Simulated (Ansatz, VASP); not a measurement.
# W3C: VASP beside Ansatz

Contents of INCAR:

```
SYSTEM = W3C
ALGO = Normal
DIPOL = 0.5 0.5 0.367
EDIFF = 1E-7
ENCUT = 520
GGA = PE
IDIPOL = 3
ISIF = 2
ISMEAR = 0
LASPH = .TRUE.
LCHARG = .FALSE.
LDIPOL = .TRUE.
LREAL = .FALSE.
LWAVE = .FALSE.
NBANDS = 31
NELM = 80
PREC = Accurate
SIGMA = 0.1
```

File KPOINTS:

```
k-points
0
G
  9 9 1
  0 0 0
```

File POSCAR:

```
W3C
1.0
    2.8545944806      0.0000000000      0.0000000000
   -1.4272972403      2.4721513377      0.0000000000
    0.0000000000      0.0000000000     21.6971108210
W C
3 1
Direct
    0.6666666667      0.3333333333      0.1843563428
    0.3333333333      0.6666666667      0.2926027619
    0.0000000000      0.0000000000      0.4008418859
    0.4444444444     -0.4444444444      0.5911898099
```

Input for Ansatz:

```yaml
crystal:
  lattice:
    - [2.8545944806, 0.0, 0.0]
    - [-1.4272972403, 2.4721513377, 0.0]
    - [0.0, 0.0, 21.697110821]
  atoms:
    - { symbol: W, position: [0.6666666667, 0.3333333333, 0.1843563428] }
    - { symbol: W, position: [0.3333333333, 0.6666666667, 0.2926027619] }
    - { symbol: W, position: [0.0, 0.0, 0.4008418859] }
    - { symbol: C, position: [0.4444444444, -0.4444444444, 0.5911898099] }
basis:
  ecutwfc: 420
kpoints:
  mp_grid: { grid: [9, 9, 1] }
hamiltonian:
  xc: pbe
scf:
  occupations: { method: gaussian, width: 0.1 }
output:
  forces: true
  eigenvalues: true
efield:
  axis: 3
  dipole_correction: true
  ramp_width: 0.04
```

Alike in both runs: task single point; functional PBE; k mesh 9 × 9 × 1; occupations gaussian, width 0.1 eV; no spin polarisation.

```csv
,VASP,Ansatz
version,VASP 6.6.1,Ansatz 0.2.0
potentials or method,"VASP PAW PBE potentials, release 64 (W_sv, C), cutoff 520 eV","scalar-relativistic, plane waves, PAW"
valence electrons in the cell,46,46
```

```tsv
	VASP	Ansatz	Ansatz less VASP
gap on the k mesh at the Fermi level (eV)	none	none	-
rms of the force components (eV/Å)	0.105	0.099	-0.0061
```

Atom by atom the forces differ by 0.009 eV/Å (rms over components). A gap of «none» marks a metal or a gap that the smearing closes. Ansatz's warnings: vacuum density over bound.

Neither program's run includes spin-orbit coupling.
